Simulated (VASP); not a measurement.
A run of VASP 6.6.1:

Contents of INCAR:

```
SYSTEM = HfC
  ALGO = Normal
  EDIFF = 1E-6
  ENCUT = 520
  GGA = PE
  ISIF = 2
  ISMEAR = -1
  LASPH = .TRUE.
  LCHARG = .FALSE.
  LREAL = .FALSE.
  LWAVE = .FALSE.
  NBANDS = 14
  NELM = 60
  PREC = Accurate
  SIGMA = 0.05
```

File KPOINTS:

```
k-points
0
G
  8 8 8
  0 0 0
```

File POSCAR:

```
HfC
1.0
    0.0000000000      2.3250000000      2.3017500000
    2.3250000000      0.0000000000      2.3017500000
    2.3250000000      2.3250000000      0.0000000000
Hf C
1 1
Direct
    0.5000000000      0.5000000000      0.5000000000
    0.0000000000      0.0000000000      0.0000000000
```

Potentials or basis: VASP PAW PBE potentials, release 64 (Hf_pv, C).

Launch:

```sh
$ cat potpaw_PBE.64/Hf_pv/POTCAR potpaw_PBE.64/C/POTCAR > POTCAR
$ mpirun -np 1 vasp_std > vasp.out
```

Hardware: 1 thread of AMD EPYC 7R13 Processor (Zen 3), on a shared host.

Estimate the wall time of this run.

Run time: 12 s on 1 thread of AMD EPYC 7R13 Processor (Zen 3), with other jobs on the host, peak memory 0.12 GiB. Counts: scf iterations 12, k points 59.
